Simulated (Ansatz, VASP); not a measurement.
**PbSe: VASP beside Ansatz**

```
CELL_PARAMETERS angstrom
0.00000 3.18136 3.06948
3.18136 0.00000 3.06948
3.18136 3.18136 0.00000
ATOMIC_POSITIONS crystal
Pb 0.00000 0.00000 0.00000
Se 0.50000 0.50000 0.50000
```

Change from the starting cell: epitaxial_xy strain +3.0%.

Alike in both runs: task single point; functional r2SCAN; k mesh 8 × 8 × 8; occupations fermi-dirac, width 0.02 eV; non-collinear spin, spin-orbit coupling.

```csv
,VASP,Ansatz
version,VASP 6.6.1,Ansatz 0.2.0
potentials or method,"VASP PAW PBE potentials, release 64 (Pb_d, Se)","plane waves, PAW"
plane-wave cutoff (eV),520,500
valence electrons in the cell,20,30
```

|  | VASP | Ansatz | Ansatz less VASP |
| --- | --- | --- | --- |
| pressure (GPa) | -2.4 | -2.4 | -0.07 |
| traceless stress, the component that is largest in VASP (GPa) | 2.16 | 2.12 | -0.045 |

VASP's potentials were made for PBE, not for r2SCAN. VASP's potentials hold 20 valence electrons a cell and Ansatz's 30, so a difference there can come from the potentials and not from the codes.
